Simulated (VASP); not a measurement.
# SnO2 (Pnnm) in VASP: further runs

The runs below take SnO2 through relaxation of cell and atoms, with LDA.

Everything below comes from runs of VASP 6.6.1. Logs are shortened: lines on timing, memory, paths and dates and some standing lists are left out, and cuts for length are marked.

## 1. The cell of the first run

The typed cell holds 6 atoms: a = 4.723 Å, b = 4.731 Å, c = 3.191 Å, α = 90.00°, β = 90.00°, γ = 90.00°.

## 2. Relaxation of cell and atoms, LDA

The input, INCAR:

```
SYSTEM = SnO2
PREC     = Accurate       ! precision mode
ENCUT    = 600            ! plane-wave cutoff, eV
EDIFF    = 1E-6           ! SCF threshold, eV
ISMEAR   = 0              ! smearing method
SIGMA    = 0.02           ! smearing width, eV
LREAL    = .FALSE.        ! projectors in reciprocal space
LASPH    = .TRUE.         ! aspherical terms in the spheres
NELM     = 80             ! most SCF steps
ALGO     = Normal         ! electronic algorithm
ISIF     = 3              ! what is computed and relaxed
LWAVE    = .FALSE.        ! write WAVECAR
LCHARG   = .FALSE.        ! write CHGCAR
GGA      = CA             ! functional
IBRION   = 2              ! ionic algorithm
NSW      = 100            ! ionic steps
EDIFFG   = -0.005         ! ionic threshold
LUSENCCL = .FALSE.
```

The input, KPOINTS:

```
regular mesh
0
G
  6 6 8
  0 0 0
```

The input, POSCAR:

```
SnO2
1.0
    4.7225687188      0.0000000000      0.0000000000
    0.0000000000      4.7305453610      0.0000000000
    0.0000000000      0.0000000000      3.1914103609
Sn O
2 4
Direct
    0.5000000000      0.5000000000      0.5000000000
    0.0000000000      0.0000000000      0.0000000000
    0.3054133971      0.3067841143      0.0000000000
    0.8054133971      0.1932158857      0.5000000000
    0.1945866029      0.8067841143      0.5000000000
    0.6945866029      0.6932158857      0.0000000000
```

Potentials or basis: VASP PAW LDA potentials, release 64 (Sn_d, O).

Launch:

```console
> cat potpaw_LDA.64/Sn_d/POTCAR potpaw_LDA.64/O/POTCAR > POTCAR
> mpirun -np 1 vasp_std > vasp.out
```

OUTCAR:

```text
SYSTEM = SnO2
   PREC = Accurate
   ENCUT = 600
   EDIFF = 1E-6
   ISMEAR = 0
   LREAL = .FALSE.
   LASPH = .TRUE.
   NELM = 80
   ISIF = 3
   GGA = CA
   IBRION = 2
   NSW = 100
   EDIFFG = -0.005

 ion  position               nearest neighbor table
   1  0.500  0.500  0.500-   4 2.05   5 2.05   3 2.06   6 2.06   3 2.06   6 2.06   2 3.70   2 3.70
                             2 3.70   2 3.70   2 3.70   2 3.70   2 3.70   2 3.70
   2  0.000  0.000  0.000-   3 2.05   6 2.05   5 2.06   4 2.06   4 2.06   5 2.06   1 3.70   1 3.70
                             1 3.70   1 3.70   1 3.70   1 3.70   1 3.70   1 3.70
   3  0.305  0.307  0.000-   2 2.05   1 2.06   1 2.06
   4  0.805  0.193  0.500-   1 2.05   2 2.06   2 2.06
   5  0.195  0.807  0.500-   1 2.05   2 2.06   2 2.06
   6  0.695  0.693  0.000-   2 2.05   1 2.06   1 2.06

  LATTYP: Found a simple orthorhombic cell.
 ALAT       =     3.1914103609
 B/A-ratio  =     1.4797748283
 C/A-ratio  =     1.4822742380

  Lattice vectors:

 A1 = (   0.0000000000,   0.0000000000,   3.1914103609)
 A2 = (   4.7225687188,   0.0000000000,   0.0000000000)
 A3 = (   0.0000000000,   4.7305453610,   0.0000000000)

Analysis of symmetry for initial positions (statically):
=====================================================================
 Subroutine PRICEL returns:
 Original cell was already a primitive cell.

 Routine SETGRP: Setting up the symmetry group for a
 simple orthorhombic supercell.

 Subroutine GETGRP returns: Found  8 space group operations
 (whereof  4 operations were pure point group operations)
 out of a pool of  8 trial point group operations.

The static configuration has the point symmetry C_2h.
 The point group associated with its full space group is D_2h.

Analysis of symmetry for dynamics (positions and initial velocities):
=====================================================================
 Subroutine PRICEL returns:
 Original cell was already a primitive cell.

 Routine SETGRP: Setting up the symmetry group for a
 simple orthorhombic supercell.

 Subroutine GETGRP returns: Found  8 space group operations
 (whereof  4 operations were pure point group operations)
 out of a pool of  8 trial point group operations.

The dynamic configuration has the point symmetry C_2h.
 The point group associated with its full space group is D_2h.

 Subroutine INISYM returns: Found  8 space group operations
 (whereof  4 operations are pure point group operations),
 and found     1 'primitive' translations

----------------------------------------------------------------------------------------

                                     Primitive cell

  volume of cell :      71.2971

  direct lattice vectors                    reciprocal lattice vectors
     4.722568719  0.000000000  0.000000000     0.211749169  0.000000000  0.000000000
     0.000000000  4.730545361  0.000000000     0.000000000  0.211392117  0.000000000
     0.000000000  0.000000000  3.191410361     0.000000000  0.000000000  0.313341090

  length of vectors
     4.722568719  4.730545361  3.191410361     0.211749169  0.211392117  0.313341090

  position of ions in fractional coordinates (direct lattice)
     0.500000000  0.500000000  0.500000000
     0.000000000  0.000000000  0.000000000
     0.305413397  0.306784114  0.000000000
     0.805413397  0.193215886  0.500000000
     0.194586603  0.806784114  0.500000000
     0.694586603  0.693215886  0.000000000

  ion indices of the primitive-cell ions
   primitive index   ion index
                 1           1
                 2           2
                 3           3
                 4           4
                 5           5
                 6           6

----------------------------------------------------------------------------------------

 KPOINTS: regular mesh

Automatic generation of k-mesh.
 Grid dimensions read from file:
 generate k-points for:    6    6    8

 Generating k-lattice:

  Cartesian coordinates                     Fractional coordinates (reciprocal lattice)
     0.035291528  0.000000000  0.000000000     0.166666667  0.000000000  0.000000000
     0.000000000  0.035232020  0.000000000     0.000000000  0.166666667  0.000000000
     0.000000000  0.000000000  0.039167636     0.000000000  0.000000000  0.125000000

  Length of vectors
     0.035291528  0.035232020  0.039167636

  Shift w.r.t. Gamma in fractional coordinates (k-lattice)
     0.000000000  0.000000000  0.000000000

 Subroutine IBZKPT returns following result:
 ===========================================

 Found     80 irreducible k-points:

 Following reciprocal coordinates:
            Coordinates               Weight
  0.000000  0.000000  0.000000      1.000000
  0.166667  0.000000  0.000000      2.000000
  0.333333  0.000000  0.000000      2.000000
  0.500000  0.000000  0.000000      1.000000
  0.000000  0.166667  0.000000      2.000000
  0.166667  0.166667  0.000000      4.000000
[... 16 lines left out ...]
  0.333333  0.166667  0.125000      8.000000
  0.500000  0.166667  0.125000      4.000000
 [... further k-points ...]
   k-points           NKPTS =     80   k-points in BZ     NKDIM =     80   number of bands    NBANDS=     31
   number of dos      NEDOS =    301   number of ions     NIONS =      6
   total plane-waves  NPLWV =  44800
   dimension x,y,z NGX =    40 NGY =   40 NGZ =   28
   dimension x,y,z NGXF=    80 NGYF=   80 NGZF=   56
   ions per type =               2   4
   NGX,Y,Z   is equivalent  to a cutoff of  14.08, 14.06, 14.59 a.u.
   NGXF,Y,Z  is equivalent  to a cutoff of  28.16, 28.11, 29.17 a.u.
 SYSTEM =  SnO2
   PREC   = accura    normal or accurate (medium, high low for compatibility)
   ISTART =      0    job   : 0-new  1-cont  2-samecut
   ICHARG =      2    charge: 1-file 2-atom 10-const
   ISPIN  =      1    spin polarized calculation?
   LNONCOLLINEAR =      F non collinear calculations
   LSORBIT =      F    spin-orbit coupling
   LASPH  =      T    aspherical Exc in radial PAW
   ENCUT  =  600.0 eV  44.10 Ry    6.64 a.u.   9.43  9.45  6.37*2*pi/ulx,y,z
   NELM   =     80;   NELMIN=  2; NELMDL= -5     # of ELM steps
   EDIFF  = 0.1E-05   stopping-criterion for ELM
   LREAL  =      F    real-space projection
   EDIFFG = -.5E-02   stopping-criterion for IOM
   NSW    =    100    number of steps for IOM
   IBRION =      2    ionic relax: 0-MD 1-quasi-New 2-CG
   NFREE  =      1    steps in history (QN), initial steepest desc. (CG)
   ISIF   =      3    stress and relaxation
   ISYM   =      2    0-nonsym 1-usesym 2-fastsym
   POTIM  = 0.5000    time-step for ionic-motion
   TEBEG  =    0.0;   TEEND  =   0.0 temperature during run
   PSTRESS=    0.0 pullay stress
   NELECT =      52.0000    total number of electrons
   NUPDOWN=      -1.0000    fix difference up-down
   EMIN   =  10.00;   EMAX   =-10.00  energy-range for DOS
   EFERMI =   0.00;   METHOD = LEGACY
   ISMEAR =     0;   SIGMA  =   0.02  broadening in eV -4-tet -1-fermi 0-gaus
   EFERMI_NEDOS =   21; number of points for ismear=-14 and -15
   IALGO  =     38    algorithm
   IMIX   =      4    mixing-type and parameters
     AMIX     =   0.40;   BMIX     =  1.00
     AMIX_MAG =   1.60;   BMIX_MAG =  1.00
  volume/ion in A,a.u.               =      11.88        80.19
  Fermi-wavevector in a.u.,A,eV,Ry     =   1.473619  2.784736 29.545774  2.171553
  Thomas-Fermi vector in A             =   2.588490
   LORBIT       =      0    0 simple, 1 ext, 2 COOP (PROOUT), +10 PAW based schemes
   GGA     = CA    functional components
   LHFCALC =     F    Hartree Fock is set to
   AEXX    =    0.0000 exact exchange contribution
   IVDW    =     0    specifies the selected vdW correction
   LEPSILON=     F    determine dielectric tensor
   LRPA    =     F    only Hartree local field effects (RPA)
 conjugate gradient relaxation of ions
 non-spin polarized calculation
 Gauss-broadening in eV      SIGMA  =   0.02
  energy-cutoff  :      600.00
  volume of cell :       71.30
 maximum number of plane-waves:      2425
 NGX is ok and might be reduce to    40
   NGX = 19   NGY = 19   NGZ = 13

--------------------------------------- Ionic step        1  -------------------------------------------

 number of electron      51.9999995 magnetization

 Free energy of the ion-electron system (eV)
  ---------------------------------------------------
  ext. energy  EPLUGINS =         0.00000000
  ---------------------------------------------------
  free energy    TOTEN  =       -42.29143924 eV

  energy without entropy =      -42.29143924  energy(sigma->0) =      -42.29143924

------------------------ aborting loop because EDIFF is reached ----------------------------------------

  FORCE on cell =-STRESS in cart. coord.  units (eV):
  Direction    XX          YY          ZZ          XY          YZ          ZX
  --------------------------------------------------------------------------------------
  -------------------------------------------------------------------------------------
  Total        0.1444030      0.1077490      0.3276278      0.0000000      0.0000000      0.0000000
  in kB        3.2449991      2.4213179      7.3623956      0.0000000      0.0000000      0.0000000
  external PRESSURE =       4.3429042 kB  Pullay stress =       0.0000000 kB
[... 105 lines left out ...]
  energy  without entropy=      -42.2916959987  energy(sigma->0) =      -42.29169600

--------------------------------------- Ionic step        4  -------------------------------------------

 number of electron      51.9999996 magnetization

 Free energy of the ion-electron system (eV)
  ---------------------------------------------------
  ext. energy  EPLUGINS =         0.00000000
  ---------------------------------------------------
  free energy    TOTEN  =       -42.29171697 eV

  energy without entropy =      -42.29171697  energy(sigma->0) =      -42.29171697

 E-fermi :   6.0395     XC(G=0): -11.8110

 val. band max:        5.8864492563   @ k =   0.0000   0.0000   0.0000
 cond. band min:       7.0355702378   @ k =   0.0000   0.0000   0.0000
 fundamental gap:      1.1491209815
 Fermi energy:         6.0395328814

 k-point     1 :       0.0000    0.0000    0.0000
  band No.  band energies     occupation
      1     -15.1227      2.00000
      2     -14.3487      2.00000
      3     -14.0835      2.00000
      4     -14.0641      2.00000
      5     -14.0639      2.00000
      6     -13.9879      2.00000
[... 805 lines left out ...]
     30      13.3456      0.00000
     31      16.0882      0.00000

 [... further k-points ...]

------------------------ aborting loop because EDIFF is reached ----------------------------------------

  FORCE on cell =-STRESS in cart. coord.  units (eV):
  Direction    XX          YY          ZZ          XY          YZ          ZX
  --------------------------------------------------------------------------------------
  -------------------------------------------------------------------------------------
  Total        0.0040913     -0.0208792      0.0085954     -0.0000000      0.0000000      0.0000000
  in kB        0.0917792     -0.4683764      0.1928170     -0.0000000      0.0000000      0.0000000
  external PRESSURE =      -0.0612601 kB  Pullay stress =       0.0000000 kB
[... 21 lines left out ...]
  FREE ENERGIE OF THE ION-ELECTRON SYSTEM (eV)
  ---------------------------------------------------
  free  energy   TOTEN  =       -42.2917169746 eV

  energy  without entropy=      -42.2917169746  energy(sigma->0) =      -42.29171697

 reached required accuracy - stopping structural energy minimisation
```

It took 12 min on 1 × NVIDIA H100 80GB with 1 thread of AMD EPYC 7R13 (Zen 3), shared host; peak memory 1.4 GiB.

Results:

| Quantity | Value |
| --- | --- |
| Free energy | -42.2917 eV |
| Relaxed volume | 11.90 Å³/atom |
| Relaxed cell | a = 4.724 Å, b = 4.731 Å, c = 3.196 Å, α = 90.00°, β = 90.00°, γ = 90.00° |
| Space group after relaxing (to 0.1 Å) | P4_2/mnm (No. 136) |
| Energy gained by relaxing | 0.0 meV/atom |
| Ionic steps | 4 |
| Pressure after relaxing | 0.0 GPa |
| Band gap on the k mesh | 1.15 eV |

Forces on the atoms (eV/Å):
```
Sn   0.000  0.000  0.000
Sn   0.000  0.000  0.000
O    0.003  0.000  0.000
O    0.003  0.000  0.000
O   -0.003  0.000  0.000
O   -0.003  0.000  0.000
```

Step by step:
```
step  energy change (eV)  largest force (eV/Å)  pressure (GPa)  volume (Å³)
   1              0.0000                0.0203            0.43        71.30
   2              0.0002                0.0248           -0.66        71.63
   3             -0.0003                0.0020           -0.04        71.44
   4             -0.0003                0.0030           -0.01        71.42
```

Final structure:
```cif
data_structure
_symmetry_space_group_name_H-M 'P 1'
_symmetry_Int_Tables_number 1
_cell_length_a 4.7242
_cell_length_b 4.7305
_cell_length_c 3.1959
_cell_angle_alpha 90.000
_cell_angle_beta 90.000
_cell_angle_gamma 90.000
_cell_volume 71.42
loop_
_atom_site_label
_atom_site_type_symbol
_atom_site_fract_x
_atom_site_fract_y
_atom_site_fract_z
_atom_site_occupancy
Sn1 Sn 0.50000 0.50000 0.50000 1
Sn2 Sn 0.00000 0.00000 0.00000 1
O1 O 0.30536 0.30670 0.00000 1
O2 O 0.80536 0.19330 0.50000 1
O3 O 0.19464 0.80670 0.50000 1
O4 O 0.69464 0.69330 0.00000 1
```

Caveat: spin-orbit coupling is left out, which moves the levels of the heavy elements.

## 3. Relaxation of cell and atoms, LDA, target pressure 2 GPa, at which the enthalpy is minimised

This run uses another cell than the first one, of 11.63 Å³/atom.

The input, INCAR:

```
SYSTEM = SnO2
PREC = Accurate
ENCUT = 600
EDIFF = 1E-6
ISMEAR = 0
SIGMA = 0.02
LREAL = .FALSE.
LASPH = .TRUE.
NELM = 100
ALGO = Normal
ISIF = 3
LWAVE = .FALSE.
LCHARG = .FALSE.
IBRION = 2
NSW = 70
EDIFFG = -0.008
PSTRESS = 20.0
```

The input, KPOINTS:

```
Automatic mesh
0
G
  6 6 8
  0 0 0
```

The input, POSCAR:

```
SnO2
1.0
    4.6910138728      0.0000000000      0.0000000000
    0.0000000000      4.6939698125      0.0000000000
    0.0000000000      0.0000000000      3.1695752595
Sn O
2 4
Direct
    0.5000000000      0.5000000000      0.5000000000
    0.0000000000      0.0000000000      0.0000000000
    0.3055669673      0.3065721204      0.0000000000
    0.8055669673      0.1934278796      0.5000000000
    0.1944330327      0.8065721204      0.5000000000
    0.6944330327      0.6934278796      0.0000000000
```

Potentials or basis: VASP PAW LDA potentials, release 64 (Sn_d, O).

Launch:

```console
> cat potpaw_LDA.64/Sn_d/POTCAR potpaw_LDA.64/O/POTCAR > POTCAR
> mpirun -np 1 vasp_std > vasp.out
```

Wall time 6.9 min (1 thread of AMD EPYC 9R45 (Zen 5), shared host); peak memory 0.27 GiB.

It converged, with:

```yaml
Free_energy: -42.2837 eV
Relaxed_volume: 11.79 Å³/atom
Relaxed_cell: a = 4.708 Å, b = 4.711 Å, c = 3.190 Å, α = 90.00°, β = 90.00°, γ = 90.00°
Space_group_after_relaxing_to_0.1_Å: P4_2/mnm (No. 136)
Energy_change_on_relaxing_the_run_minimises_the_enthalpy: -3.7 meV/atom
Ionic_steps: 5
Pressure_after_relaxing: 2.0 GPa
Band_gap_on_the_k_mesh: 1.25 eV
```

Stress tensor (GPa, compression positive):
```
2.00 0.00 0.00
0.00 2.00 0.00
0.00 0.00 2.10
```

The path:
```tsv
step	energy change (eV)	largest force (eV/Å)	pressure (GPa)	volume (Å³)
1	0.0000	0.0892	5.32	69.79
2	-0.0170	0.1477	-2.70	72.25
3	-0.0227	0.0122	1.99	70.76
4	-0.0224	0.0105	2.06	70.74
5	-0.0225	0.0012	2.03	70.74
```

Final structure:
```
Sn O
1.0
     4.70777    0.00000    0.00000
     0.00000    4.71055    0.00000
     0.00000    0.00000    3.18977
Sn O
2 4
Direct
  0.50000 0.50000 0.50000
  0.00000 0.00000 0.00000
  0.30540 0.30639 0.00000
  0.80540 0.19361 0.50000
  0.19460 0.80639 0.50000
  0.69460 0.69361 0.00000
```

Levels at points of the mesh, in eV from the valence-band top:
| k point | band 23 | band 24 | band 25 | band 26 | band 27 | band 28 | band 29 | band 30 |
| --- | --- | --- | --- | --- | --- | --- | --- | --- |
| (0.00, 0.00, 0.00) | -1.28 | -0.81 | -0.81 | 0.00 | 1.25 | 6.00 | 6.09 | 6.09 |
| (0.50, 0.00, 0.00) | -1.24 | -1.24 | -0.65 | -0.65 | 4.41 | 4.41 | 6.84 | 6.84 |
| (0.00, 0.50, 0.00) | -1.24 | -1.24 | -0.65 | -0.65 | 4.42 | 4.42 | 6.86 | 6.86 |
| (0.50, 0.50, 0.00) | -1.37 | -1.37 | -0.92 | -0.92 | 4.80 | 4.80 | 7.36 | 7.36 |
| (0.00, 0.00, 0.50) | -1.75 | -1.75 | -1.29 | -1.29 | 6.14 | 6.14 | 9.59 | 9.59 |
| (0.50, 0.00, 0.50) | -1.14 | -1.14 | -0.71 | -0.71 | 6.43 | 6.43 | 7.97 | 7.97 |
| (0.00, 0.50, 0.50) | -1.15 | -1.15 | -0.71 | -0.71 | 6.42 | 6.42 | 7.96 | 7.96 |
| (0.50, 0.50, 0.50) | -0.99 | -0.99 | -0.85 | -0.85 | 4.78 | 4.78 | 8.68 | 8.68 |

Caveat: the cell is relaxed towards a set pressure, so the run minimises the enthalpy, not the energy; spin-orbit coupling is left out, which moves the levels of the heavy elements.
